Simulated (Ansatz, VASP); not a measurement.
One calculation of Pd, two programs

INCAR

```
ALGO = Normal ; EDIFF = 1E-6
EDIFFG = -0.04 ; ENCUT = 600
GGA = PS ; IBRION = 2
ISIF = 3 ; ISMEAR = 0
LASPH = T ; LCHARG = F
LREAL = F ; LWAVE = F
NELM = 60 ; NSW = 90
PREC = Accurate ; SIGMA = 0.1
```

The input KPOINTS:

```
k-points
0
Gamma
  8 8 8
```

Contents of POSCAR:

```
Pd
1.0
    0.0000000000      1.9586507875      1.9586507875
    1.9586507875      0.0000000000      1.9586507875
    1.9586507875      1.9586507875      0.0000000000
Pd
1
Direct
    0.0000000000      0.0000000000      0.0000000000
```

Input for Ansatz:

```yaml
crystal:
  lattice:
    - [0.0, 1.9586507875, 1.9586507875]
    - [1.9586507875, 0.0, 1.9586507875]
    - [1.9586507875, 1.9586507875, 0.0]
  atoms:
    - { symbol: Pd, position: [0.0, 0.0, 0.0] }
basis:
  ecutwfc: 420
kpoints:
  mp_grid: { grid: [8, 8, 8] }
hamiltonian:
  xc: pbesol
scf:
  occupations: { method: gaussian, width: 0.1 }
  lower_state_search: "off"
output:
  forces: true
  stress: true
  eigenvalues: true
relax:
  adjacent_minimum: "off"
  f_tol: 0.04
  max_steps: 70
  cell: { stress_tol: 0.4 }
```

Alike in both runs: task relaxation of cell and atoms; functional PBEsol; k mesh 8 × 8 × 8; occupations gaussian, width 0.1 eV; no spin polarisation.

```csv
,VASP,Ansatz
version,VASP 6.6.1,Ansatz 0.2.0
potentials or method,"VASP PAW PBE potentials, release 64 (Pd), cutoff 600 eV","scalar-relativistic, plane waves, PAW"
valence electrons in the cell,10,18
```

|  | VASP | Ansatz | Ansatz less VASP |
| --- | --- | --- | --- |
| gap on the k mesh at the Fermi level, each at its own relaxed structure (eV) | none | none | - |
| relaxed volume (Å³/atom) | 14.60 | 14.64 | +0.039 |
| relaxed cell length with the largest relative difference (Å) | 2.743 | 2.746 | +0.0024 |

VASP's potentials were made for PBE, not for PBEsol. A gap of «none» marks a metal or a gap that the smearing closes. VASP's potentials hold 10 valence electrons a cell and Ansatz's 18, so a difference there can come from the potentials and not from the codes.
